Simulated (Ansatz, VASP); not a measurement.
**WS2 in VASP and in Ansatz**

```
W S
1.0
     1.54323    0.89098    6.06969
    -1.54323    0.89098    6.06969
     0.00000   -1.78196    6.06969
W S
1 2
Direct
  0.00065 0.00065 0.00065
  0.24692 0.24692 0.24692
  0.42113 0.42113 0.42113
```

Change from the starting cell: hydrostatic strain -2.7%.

Alike in both runs: task single point; functional PBE; k mesh 10 × 10 × 10; occupations fermi-dirac, width 0.02 eV; no spin polarisation.

```csv
,VASP,Ansatz
version,VASP 6.6.1,Ansatz 0.2.0
potentials or method,"VASP PAW PBE potentials, release 64 (W_sv, S)","plane waves, PAW"
plane-wave cutoff (eV),520,420
valence electrons in the cell,26,26
```

```csv
,VASP,Ansatz,Ansatz less VASP
gap on the k mesh at the Fermi level (eV),1.00,0.98,-0.019
pressure (GPa),11.1,11.1,+0.03
"traceless stress, the component that is largest in VASP (GPa)",-3.65,-3.64,+0.012
rms of the force components (eV/Å),0.116,0.115,-0.0013
```

Atom by atom the forces differ by 0.001 eV/Å (rms over components). With one functional, cell and mesh, what is left measures potentials, basis and numerics.

Neither program's run includes spin-orbit coupling.
